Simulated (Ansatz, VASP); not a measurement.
# Two plane-wave programs on H

```
H
1.0
    -1.69153    1.69153    2.05847
     1.69153   -1.69153    2.05847
     1.69153    1.69153   -2.05847
H
2
Direct
  0.09014 0.09014 0.00000
  0.90986 0.90986 0.00000
```

Alike in both runs: task single point; functional PBE-based screened hybrid; k mesh 6 × 6 × 6; occupations fermi-dirac, width 0.05 eV; no spin polarisation.

|  | VASP | Ansatz |
| --- | --- | --- |
| version | VASP 6.6.1 | Ansatz 0.2.0 |
| potentials or method | VASP PAW PBE potentials, release 64 (H) | Ansatz PAW |
| plane-wave cutoff (eV) | 520 | 420 |
| valence electrons in the cell | 2 | 2 |

|  | VASP | Ansatz | Ansatz less VASP |
| --- | --- | --- | --- |
| gap on the k mesh at the Fermi level (eV) | 10.51 | 10.52 | +0.003 |
| least direct gap on the mesh (eV) | 11.38 | 11.38 | +0.003 |
| pressure (GPa) | 0.3 | 0.5 | +0.15 |
| traceless stress, the component that is largest in VASP (GPa) | 0.25 | 0.32 | +0.071 |
| rms of the force components (eV/Å) | 0.043 | 0.049 | +0.0055 |

VASP's potentials were made for PBE, not for PBE-based screened hybrid. Atom by atom the forces differ by 0.005 eV/Å (rms over components).

The k mesh is coarse, so the values compare programs but aren't converged.
